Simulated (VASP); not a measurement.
Wanted: the native input for a VASP 6.6.1 run.

```
Task                   : single point
Functional             : PBE
Potentials or basis    : VASP PAW PBE potentials, release 64 (Al, N)
Cutoff                 : 520 eV
k mesh                 : 6 × 6 × 4
Occupations            : gaussian, width 0.01 eV
Spin                   : no spin polarisation
Dipole correction      : no
Further INCAR settings : ALGO = Normal; EDIFF = 1e-07; NBANDS = 16
```

The structure of AlN lies in POSCAR:

```
AlN
1.0
    3.1066945036      0.0000000000      0.0000000000
   -1.5533472518      2.6904763619      0.0000000000
    0.0000000000      0.0000000000      4.9785885494
Al N
2 2
Direct
    0.3333333333      0.6666666667     -0.0007956041
    0.6666666667      0.3333333333      0.4992043959
    0.3333333333      0.6666666667      0.3807956041
    0.6666666667      0.3333333333      0.8807956041
```

These files were run (other wordings do the same):

INCAR

```
SYSTEM = AlN
PREC = Accurate ; ENCUT = 520
EDIFF = 1E-7 ; ISMEAR = 0
SIGMA = 0.01 ; LREAL = .False.
LASPH = .True. ; NELM = 80
ALGO = Normal ; ISIF = 2
LWAVE = .False. ; LCHARG = .False.
GGA = PE ; NBANDS = 16
```

KPOINTS

```
Automatic mesh
0
Gamma
  6 6 4
  0 0 0
```

Potentials or basis: VASP PAW PBE potentials, release 64 (Al, N).

Run with:

```sh
$ cat potpaw_PBE.64/Al/POTCAR potpaw_PBE.64/N/POTCAR > POTCAR
$ mpirun -np 1 vasp_std > vasp.out
```

Results of the run:

```yaml
Pressure: 4.4 GPa
Largest_force: 0.010 eV/Å
Band_gap_on_the_k_mesh: 4.24 eV, direct
```

It took 28 s on 1 thread of AMD EPYC 7R43 64-Core Processor (Zen 3), on a shared host, peak memory 0.12 GiB.
